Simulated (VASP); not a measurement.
# BeTe (F-43m) in VASP: a series of runs

Aim: see how the results for BeTe move with the level of theory and the settings. Levels: r2SCAN, PBE. Tasks: single point.

Program: VASP 6.6.1. These are calculated values, not measurements. Logs are shortened: lines on timing, memory, paths and dates and some standing lists are left out, and cuts for length are marked.

**1. The cell of the first run**

Symmetry: F-43m, No. 216, cubic system. Conventional cell: a = 5.600 Å, b = 5.600 Å, c = 5.600 Å, α = 90.00°, β = 90.00°, γ = 90.00°. Within 3.2 Å of Be (site symmetry -43m) lie 4 Te at 2.42 Å. Within 3.2 Å of Te (site symmetry -43m) lie 4 Be at 2.42 Å.

**2. Single point, r2SCAN (volume changed by -3%)**

File POSCAR:

```
BeTe
1.0
    0.0000000000      2.8000489781      2.8000489781
    2.8000489781      0.0000000000      2.8000489781
    2.8000489781      2.8000489781      0.0000000000
Be Te
1 1
Direct
    0.0000000000      0.0000000000      0.0000000000
    0.2500000000      0.2500000000      0.2500000000
```

File INCAR.step1:

```
SYSTEM = BeTe
ALGO     = Normal         ! electronic algorithm
EDIFF    = 1E-5           ! SCF threshold, eV
ENCUT    = 660            ! plane-wave cutoff, eV
GGA      = PE             ! functional
GGA_COMPAT= .False.      
ISMEAR   = 0              ! smearing method
LASPH    = .True.         ! aspherical terms in the spheres
LCHARG   = .False.        ! write CHGCAR
LREAL    = .False.        ! projectors in reciprocal space
LWAVE    = .True.         ! write WAVECAR
NBANDS   = 11             ! bands
NELM     = 120            ! most SCF steps
PREC     = Accurate       ! precision mode
SIGMA    = 0.01           ! smearing width, eV
```

File INCAR.step2:

```
SYSTEM = BeTe
ALGO     = Normal         ! electronic algorithm
EDIFF    = 1E-6           ! SCF threshold, eV
ENCUT    = 660            ! plane-wave cutoff, eV
GGA_COMPAT= .False.      
ISIF     = 2              ! what is computed and relaxed
ISMEAR   = 0              ! smearing method
ISTART   = 1            
LASPH    = .True.         ! aspherical terms in the spheres
LCHARG   = .False.        ! write CHGCAR
LMIXTAU  = .True.       
LREAL    = .False.        ! projectors in reciprocal space
LWAVE    = .False.        ! write WAVECAR
METAGGA  = R2SCAN         ! meta-GGA
NBANDS   = 11             ! bands
NELM     = 120            ! most SCF steps
PREC     = Accurate       ! precision mode
SIGMA    = 0.01           ! smearing width, eV
```

File KPOINTS:

```
k-points
0
Gamma
  6 6 6
  0 0 0
```

Potentials or basis: VASP PAW PBE potentials, release 64 (Be, Te).

Launch:

```
$ cat potpaw_PBE.64/Be/POTCAR potpaw_PBE.64/Te/POTCAR > POTCAR
$ cp INCAR.step1 INCAR
$ mpirun -np 1 vasp_std > vasp.out
$ cp INCAR.step2 INCAR
$ mpirun -np 1 vasp_std > vasp.out
```

OUTCAR:

```text
SYSTEM = BeTe
   EDIFF = 1E-6
   ENCUT = 660
   ISIF = 2
   ISMEAR = 0
   ISTART = 1
   LASPH = .True.
   LREAL = .False.
   METAGGA = R2SCAN
   NELM = 120
   PREC = Accurate

 ion  position               nearest neighbor table
   1  0.000  0.000  0.000-   2 2.42   2 2.42   2 2.42   2 2.42
   2  0.250  0.250  0.250-   1 2.42   1 2.42   1 2.42   1 2.42

  LATTYP: Found a face centered cubic cell.
 ALAT       =     5.6000979562

  Lattice vectors:

 A1 = (   0.0000000000,   2.8000489781,   2.8000489781)
 A2 = (   2.8000489781,   0.0000000000,   2.8000489781)
 A3 = (   2.8000489781,   2.8000489781,   0.0000000000)

Analysis of symmetry for initial positions (statically):
=====================================================================
 Subroutine PRICEL returns:
 Original cell was already a primitive cell.

 Routine SETGRP: Setting up the symmetry group for a
 face centered cubic supercell.

 Subroutine GETGRP returns: Found 24 space group operations
 (whereof 24 operations were pure point group operations)
 out of a pool of 48 trial point group operations.

The static configuration has the point symmetry T_d .

Analysis of symmetry for dynamics (positions and initial velocities):
=====================================================================
 Subroutine PRICEL returns:
 Original cell was already a primitive cell.

 Routine SETGRP: Setting up the symmetry group for a
 face centered cubic supercell.

 Subroutine GETGRP returns: Found 24 space group operations
 (whereof 24 operations were pure point group operations)
 out of a pool of 48 trial point group operations.

The dynamic configuration has the point symmetry T_d .

 Subroutine INISYM returns: Found 24 space group operations
 (whereof 24 operations are pure point group operations),
 and found     1 'primitive' translations

----------------------------------------------------------------------------------------

                                     Primitive cell

  volume of cell :      43.9063

  direct lattice vectors                    reciprocal lattice vectors
     0.000000000  2.800048978  2.800048978    -0.178568305  0.178568305  0.178568305
     2.800048978  0.000000000  2.800048978     0.178568305 -0.178568305  0.178568305
     2.800048978  2.800048978  0.000000000     0.178568305  0.178568305 -0.178568305

  length of vectors
     3.959867240  3.959867240  3.959867240     0.309289377  0.309289377  0.309289377

  position of ions in fractional coordinates (direct lattice)
     0.000000000  0.000000000  0.000000000
     0.250000000  0.250000000  0.250000000

[... 76 lines left out ...]
   TEBEG  =    0.0;   TEEND  =   0.0 temperature during run
   PSTRESS=    0.0 pullay stress
   NELECT =       8.0000    total number of electrons
   NUPDOWN=      -1.0000    fix difference up-down
   EMIN   =  10.00;   EMAX   =-10.00  energy-range for DOS
   EFERMI =   0.00;   METHOD = LEGACY
   ISMEAR =     0;   SIGMA  =   0.01  broadening in eV -4-tet -1-fermi 0-gaus
   EFERMI_NEDOS =   21; number of points for ismear=-14 and -15
   IALGO  =     38    algorithm
   IMIX   =      4    mixing-type and parameters
     AMIX     =   0.40;   BMIX     =  1.00
     AMIX_MAG =   1.60;   BMIX_MAG =  1.00
  volume/ion in A,a.u.               =      21.95       148.15
  Fermi-wavevector in a.u.,A,eV,Ry     =   0.928102  1.753859 11.719704  0.861374
  Thomas-Fermi vector in A             =   2.054243
   LORBIT       =      0    0 simple, 1 ext, 2 COOP (PROOUT), +10 PAW based schemes
   METAGGA = R2SCAN    functional components
   LHFCALC =     F    Hartree Fock is set to
   AEXX    =    0.0000 exact exchange contribution
   IVDW    =     0    specifies the selected vdW correction
   LEPSILON=     F    determine dielectric tensor
   LRPA    =     F    only Hartree local field effects (RPA)
 non-spin polarized calculation
 Gauss-broadening in eV      SIGMA  =   0.01
  energy-cutoff  :      660.00
  volume of cell :       43.91
 maximum number of plane-waves:      1711
 NGX is ok and might be reduce to    36
   NGX = 17   NGY = 17   NGZ = 17

 number of electron       8.0000000 magnetization

 Free energy of the ion-electron system (eV)
  ---------------------------------------------------
  ext. energy  EPLUGINS =         0.00000000
  ---------------------------------------------------
  free energy    TOTEN  =       -30.67075559 eV

  energy without entropy =      -30.67075559  energy(sigma->0) =      -30.67075559

 E-fermi :   5.1876     XC(G=0):  -9.5490

 val. band max:        5.1346806507   @ k =   0.0000   0.0000   0.0000
 cond. band min:       7.4267867438   @ k =   0.5000   0.5000   0.0000
 fundamental gap:      2.2921060931
 Fermi energy:         5.1876004640

 k-point     1 :       0.0000    0.0000    0.0000
  band No.  band energies     occupation
      1      -7.7726      2.00000
      2       5.1347      2.00000
      3       5.1347      2.00000
      4       5.1347      2.00000
      5       9.1320      0.00000
      6       9.1320      0.00000
      7       9.1320      0.00000
      8       9.7812      0.00000
      9      14.2049      0.00000
     10      15.9136      0.00000
     11      15.9136      0.00000
[... 197 lines left out ...]
 k-point    16 :      -0.3333    0.5000    0.1667
  band No.  band energies     occupation
      1      -5.7025      2.00000
      2       0.0490      2.00000
      3       1.5411      2.00000
      4       1.8700      2.00000
      5       9.2600      0.00000
      6       9.8117      0.00000
      7      13.1974      0.00000
      8      13.4235      0.00000
      9      16.9437      0.00000
     10      17.9820      0.00000
     11      18.8938      0.00000

------------------------ aborting loop because EDIFF is reached ----------------------------------------

  FORCE on cell =-STRESS in cart. coord.  units (eV):
  Direction    XX          YY          ZZ          XY          YZ          ZX
  --------------------------------------------------------------------------------------
  -------------------------------------------------------------------------------------
  Total        0.5925323      0.5925323      0.5925323      0.0000000      0.0000000     -0.0000000
  in kB       21.6219931     21.6219931     21.6219931      0.0000000      0.0000000     -0.0000000
  external PRESSURE =      21.6219931 kB  Pullay stress =       0.0000000 kB

 VOLUME and BASIS-vectors are now :
 -----------------------------------------------------------------------------
  energy-cutoff  :      660.00
  volume of cell :       43.91
      direct lattice vectors                 reciprocal lattice vectors
     0.000000000  2.800048978  2.800048978    -0.178568305  0.178568305  0.178568305
     2.800048978  0.000000000  2.800048978     0.178568305 -0.178568305  0.178568305
     2.800048978  2.800048978  0.000000000     0.178568305  0.178568305 -0.178568305

 POSITION                                       TOTAL-FORCE (eV/Angst)
 -----------------------------------------------------------------------------------
      0.00000      0.00000      0.00000        -0.000000     -0.000000      0.000000
      1.40002      1.40002      1.40002         0.000000      0.000000     -0.000000
 -----------------------------------------------------------------------------------
    total drift:                                0.000000      0.000000      0.000000

  FREE ENERGIE OF THE ION-ELECTRON SYSTEM (eV)
  ---------------------------------------------------
  free  energy   TOTEN  =       -30.6707555919 eV

  energy  without entropy=      -30.6707555919  energy(sigma->0) =      -30.67075559
```

OSZICAR.step1:

```text
N       E                     dE             d eps       ncg     rms          rms(c)
DAV:   1     0.240781674579E+02    0.24078E+02   -0.38321E+03   352   0.727E+02
DAV:   2    -0.622143927376E+01   -0.30300E+02   -0.29362E+02   458   0.102E+02
DAV:   3    -0.773662584670E+01   -0.15152E+01   -0.15112E+01   471   0.247E+01
DAV:   4    -0.775459771236E+01   -0.17972E-01   -0.17970E-01   443   0.285E+00
DAV:   5    -0.775498374781E+01   -0.38604E-03   -0.38603E-03   445   0.430E-01    0.423E+00
DAV:   6    -0.764048457730E+01    0.11450E+00   -0.13703E-01   418   0.155E+00    0.253E+00
DAV:   7    -0.760675685576E+01    0.33728E-01   -0.10953E-01   420   0.147E+00    0.514E-01
DAV:   8    -0.760740855575E+01   -0.65170E-03   -0.65817E-03   403   0.482E-01    0.799E-02
DAV:   9    -0.760765857561E+01   -0.25002E-03   -0.35309E-04   434   0.112E-01    0.329E-02
DAV:  10    -0.760772394082E+01   -0.65365E-04   -0.80498E-05   396   0.468E-02    0.152E-02
DAV:  11    -0.760772615669E+01   -0.22159E-05   -0.25821E-06   319   0.985E-03
   1 F= -.76077262E+01 E0= -.76077262E+01  d E =-.105726E-12
```

Wall time 36 s (1 thread of Intel Xeon Platinum 8375C at 2.90GHz (Ice Lake), shared host); peak memory 0.21 GiB.

Results:

| Quantity | Value |
| --- | --- |
| Free energy | -30.6708 eV |
| Pressure | 2.2 GPa |
| Band gap on the k mesh | 2.29 eV, indirect (least direct gap 4.00 eV) |

Caveat: the cell differs from its parent crystal (volume changed by -3%); the PAW data sets were made with another functional, which shifts forces and pressure a little; spin-orbit coupling is left out, which moves the levels of the heavy elements. A k mesh can miss the band edges.

**3. Single point, PBE**

This run uses another cell than the first one, of 22.63 Å³/atom, 1.031 times its volume.

File INCAR:

```
SYSTEM = BeTe
PREC     = Accurate       ! precision mode
ENCUT    = 600            ! plane-wave cutoff, eV
EDIFF    = 1E-6           ! SCF threshold, eV
ISMEAR   = 0              ! smearing method
SIGMA    = 0.01           ! smearing width, eV
LREAL    = .FALSE.        ! projectors in reciprocal space
LASPH    = .TRUE.         ! aspherical terms in the spheres
NELM     = 120            ! most SCF steps
ALGO     = Normal         ! electronic algorithm
ISIF     = 2              ! what is computed and relaxed
LWAVE    = .FALSE.        ! write WAVECAR
LCHARG   = .FALSE.        ! write CHGCAR
GGA      = PE             ! functional
NBANDS   = 11             ! bands
GGA_COMPAT= .FALSE.
```

File KPOINTS:

```
regular mesh
0
G
  8 8 8
  0 0 0
```

File POSCAR:

```
BeTe
1.0
    0.0000000000      2.8286228800      2.8286228800
    2.8286228800      0.0000000000      2.8286228800
    2.8286228800      2.8286228800      0.0000000000
Be Te
1 1
Direct
    0.0000000000      0.0000000000      0.0000000000
    0.2500000000      0.2500000000      0.2500000000
```

Potentials or basis: VASP PAW PBE potentials, release 64 (Be, Te).

Launch:

```
$ cat potpaw_PBE.64/Be/POTCAR potpaw_PBE.64/Te/POTCAR > POTCAR
$ mpirun -np 1 vasp_std > vasp.out
```

OUTCAR:

```text
SYSTEM = BeTe
   PREC = Accurate
   ENCUT = 600
   EDIFF = 1E-6
   ISMEAR = 0
   LREAL = .FALSE.
   LASPH = .TRUE.
   NELM = 120
   ISIF = 2
   GGA = PE

 ion  position               nearest neighbor table
   1  0.000  0.000  0.000-   2 2.45   2 2.45   2 2.45   2 2.45
   2  0.250  0.250  0.250-   1 2.45   1 2.45   1 2.45   1 2.45

  LATTYP: Found a face centered cubic cell.
 ALAT       =     5.6572457600

  Lattice vectors:

 A1 = (   0.0000000000,   2.8286228800,   2.8286228800)
[... 521 lines left out ...]

------------------------ aborting loop because EDIFF is reached ----------------------------------------

  FORCE on cell =-STRESS in cart. coord.  units (eV):
  Direction    XX          YY          ZZ          XY          YZ          ZX
  --------------------------------------------------------------------------------------
  -------------------------------------------------------------------------------------
  Total        0.0951300      0.0951300      0.0951300      0.0000000      0.0000000      0.0000000
  in kB        3.3672321      3.3672321      3.3672321      0.0000000      0.0000000      0.0000000
  external PRESSURE =       3.3672321 kB  Pullay stress =       0.0000000 kB

 VOLUME and BASIS-vectors are now :
 -----------------------------------------------------------------------------
  energy-cutoff  :      600.00
  volume of cell :       45.26
      direct lattice vectors                 reciprocal lattice vectors
     0.000000000  2.828622880  2.828622880    -0.176764461  0.176764461  0.176764461
     2.828622880  0.000000000  2.828622880     0.176764461 -0.176764461  0.176764461
     2.828622880  2.828622880  0.000000000     0.176764461  0.176764461 -0.176764461

 POSITION                                       TOTAL-FORCE (eV/Angst)
 -----------------------------------------------------------------------------------
      0.00000      0.00000      0.00000         0.000000      0.000000      0.000000
      1.41431      1.41431      1.41431        -0.000000     -0.000000     -0.000000
 -----------------------------------------------------------------------------------
    total drift:                                0.000000      0.000000      0.000000

  FREE ENERGIE OF THE ION-ELECTRON SYSTEM (eV)
  ---------------------------------------------------
  free  energy   TOTEN  =        -7.6242622863 eV

  energy  without entropy=       -7.6242622863  energy(sigma->0) =       -7.62426229
```

Run time: 12 s. Hardware: 1 thread of Intel Xeon Platinum 8375C at 2.90GHz (Ice Lake), shared host; peak memory 0.18 GiB.

Results:

```yaml
Free_energy: -7.6243 eV
Pressure: 0.3 GPa
Band_gap_on_the_k_mesh: 2.01 eV, indirect (least direct gap 3.62 eV)
```

Caveat: spin-orbit coupling is left out, which moves the levels of the heavy elements. A k mesh can miss the band edges.
